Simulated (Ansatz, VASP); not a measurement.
# BAs in VASP and in Ansatz

```
B As
1.0
     0.00000    2.36795    2.36795
     2.36795    0.00000    2.36795
     2.36795    2.36795    0.00000
B As
1 1
Cartesian
  0.0000 0.0000 0.0000
  1.1840 1.1840 1.1840
```

Change from the starting cell: hydrostatic strain -1.0%.

Alike in both runs: task single point; functional HSE06; k mesh 6 × 6 × 6; no spin polarisation.

```csv
,VASP,Ansatz
version,VASP 6.6.1,Ansatz 0.2.0
potentials or method,"VASP PAW PBE potentials, release 64 (B, As)","plane waves, PAW"
plane-wave cutoff (eV),520,420
occupations,"gaussian, width 0.01 eV",fixed
valence electrons in the cell,8,18
```

Ansatz gave:

```
gap on the k mesh at the Fermi level (eV) : 1.92
pressure (GPa)                            : 3.5
```

**Question.** What did VASP give for the same quantities?

**Answer.** gap on the k mesh at the Fermi level (eV): 1.93; pressure (GPa): 3.4.

VASP's potentials hold 8 valence electrons a cell and Ansatz's 18, so a difference there can come from the potentials and not from the codes. Ansatz's warnings: stress exchange threshold loose, stress scf threshold loose.
